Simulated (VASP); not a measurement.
Write the native input for VASP 6.6.1 that does the following.

```yaml
Task: single point
Functional: PBE
Potentials_or_basis: VASP PAW PBE potentials, release 64 (Al, Ga_d, As)
Cutoff: 520 eV
k_mesh: 10 × 10 × 2
Occupations: gaussian, width 0.02 eV
Spin: no spin polarisation
Dipole_correction: no
Further_INCAR_settings: ALGO = Normal; EDIFF = 1e-06; NBANDS = 61
```

The structure of AlGa5As6 lies in POSCAR:

```
AlGa5As6
1.0
    4.0614933000      0.0000000000      0.0000000000
    0.0000000000      4.0614933000      0.0000000000
    0.0000000000      0.0000000000     17.2192632000
Al Ga As
1 5 6
Direct
    0.0000000000      0.0000000000      0.5000000000
    0.0000000000      0.0000000000      0.8331720000
    0.5000000000      0.5000000000      0.0000000000
    0.0000000000      0.0000000000      0.1668280000
    0.5000000000      0.5000000000      0.3335930000
    0.5000000000      0.5000000000      0.6664070000
    0.5000000000      0.0000000000      0.9165850000
    0.0000000000      0.5000000000      0.0834150000
    0.5000000000      0.0000000000      0.2501970000
    0.0000000000      0.5000000000      0.4173250000
    0.5000000000      0.0000000000      0.5826750000
    0.0000000000      0.5000000000      0.7498030000
```

One way to write it, as run:

INCAR

```
SYSTEM = AlGa5As6
PREC = Accurate
ENCUT = 520
EDIFF = 1E-6
ISMEAR = 0
SIGMA = 0.02
LREAL = .False.
LASPH = .True.
NELM = 100
ALGO = Normal
ISIF = 2
LWAVE = .False.
LCHARG = .False.
GGA = PE
NBANDS = 61
```

KPOINTS

```
regular mesh
0
Gamma
  10 10 2
  0 0 0
```

Potentials or basis: VASP PAW PBE potentials, release 64 (Al, Ga_d, As).

The run is started by

```bash
$ cat potpaw_PBE.64/Al/POTCAR potpaw_PBE.64/Ga_d/POTCAR potpaw_PBE.64/As/POTCAR > POTCAR
$ mpirun -np 1 vasp_std > vasp.out
```

Results of the run:

The pressure is 0.2 GPa. The band gap on the k mesh is 0.40 eV.

It took 14 min on 1 thread of Oxide Virtual Turin-like Processor (shared host), peak memory 0.66 GiB.
